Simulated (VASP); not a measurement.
Au: single point with r2SCAN

Au:

```
Au
1.0
     2.08281    2.08281    0.00000
    -2.08281    2.08281    0.00000
     0.00000    0.00000    4.09963
Au
2
Direct
  0.00000 0.00000 0.00000
  0.50000 0.50000 0.50000
```

This cell differs from its parent crystal: biaxial strain in the a-b plane: +1.0 %.

```json
{
 "Program": "VASP 6.6.1",
 "Task": "single point",
 "Functional": "r2SCAN",
 "Potentials or basis": "VASP PAW PBE potentials, release 64 (Au)",
 "Cutoff": "520 eV",
 "k mesh": "18 × 18 × 12",
 "Occupations": "gaussian, width 0.1 eV",
 "Spin": "no spin polarisation",
 "Dipole correction": "no",
 "Further INCAR settings": "ALGO = Normal; EDIFF = 1e-07; NBANDS = 18"
}
```

```yaml
Pressure: -1.8 GPa
Band_gap_on_the_k_mesh: zero (bands 11 and 12 overlap by 7.43 eV)
```

Levels at points of the mesh, in eV from the Fermi level:
| k point | band 8 | band 9 | band 10 | band 11 | band 12 | band 13 | band 14 | band 15 |
| --- | --- | --- | --- | --- | --- | --- | --- | --- |
| (0.00, 0.00, 0.00) | -3.25 | -2.23 | -1.84 | -1.84 | 1.47 | 5.88 | 10.17 | 10.17 |
| (0.50, 0.00, 0.00) | -3.89 | -3.33 | -3.33 | -0.49 | -0.49 | 8.91 | 8.91 | 10.47 |
| (0.50, 0.50, 0.00) | -1.91 | -1.80 | -1.80 | 1.20 | 1.20 | 5.51 | 5.51 | 10.46 |
| (0.00, 0.00, 0.50) | -3.59 | -3.59 | -3.59 | -2.84 | -2.84 | 14.99 | 14.99 | 14.99 |
| (0.50, 0.00, 0.50) | -2.20 | -2.13 | -2.13 | -0.62 | -0.62 | 2.92 | 2.92 | 14.80 |
| (0.50, 0.50, 0.50) | -3.43 | -1.91 | -1.91 | 4.54 | 4.54 | 6.48 | 6.48 | 6.48 |

Run time: 11 min on 1 thread of Intel Xeon 8259CL (shared host), peak memory 0.32 GiB.

Caveat: the cell differs from its parent crystal (biaxial strain in the a-b plane: +1.0 %); the PAW data sets were made with another functional, which shifts forces and pressure a little; spin-orbit coupling is left out, which moves the levels of the heavy elements.
